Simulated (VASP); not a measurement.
Here is a VASP 6.6.1 calculation.

The input INCAR:

```
  PREC = Accurate
  ENCUT = 520
  EDIFF = 1E-7
  ISMEAR = -1
  SIGMA = 0.02
  LREAL = False
  LASPH = True
  NELM = 100
  ALGO = Normal
  ISIF = 2
  LWAVE = False
  LCHARG = False
  GGA = PE
  NBANDS = 30
```

The input KPOINTS:

```
Automatic mesh
0
Gamma
  4 4 4
```

The input POSCAR:

```
CsSnI3
1.0
    6.3663205189      0.0000000000      0.0000000000
    0.0000000000      6.3663205189      0.0000000000
    0.0000000000      0.0000000000      6.2115700546
Cs Sn I
1 1 3
Direct
    0.0000000000      0.0000000000      0.0000000000
    0.5000000000      0.5000000000      0.5000000000
    0.5000000000      0.5000000000      0.0000000000
    0.5000000000      0.0000000000      0.5000000000
    0.0000000000      0.5000000000      0.5000000000
```

Potentials or basis: VASP PAW PBE potentials, release 64 (Cs_sv, Sn_d, I).

Run with:

```bash
$ cat potpaw_PBE.64/Cs_sv/POTCAR potpaw_PBE.64/Sn_d/POTCAR potpaw_PBE.64/I/POTCAR > POTCAR
$ mpirun -np 1 vasp_std > vasp.out
```

(1) Estimate the pressure.

(2) What does it give for the band gap on the k mesh?

Answers

(1) -0.1 GPa.

(2) 0.47 eV, direct.

Caveat: the cell differs from its parent crystal (epitaxial xy strain +2.0%); spin-orbit coupling is left out, which moves the levels of the heavy elements.
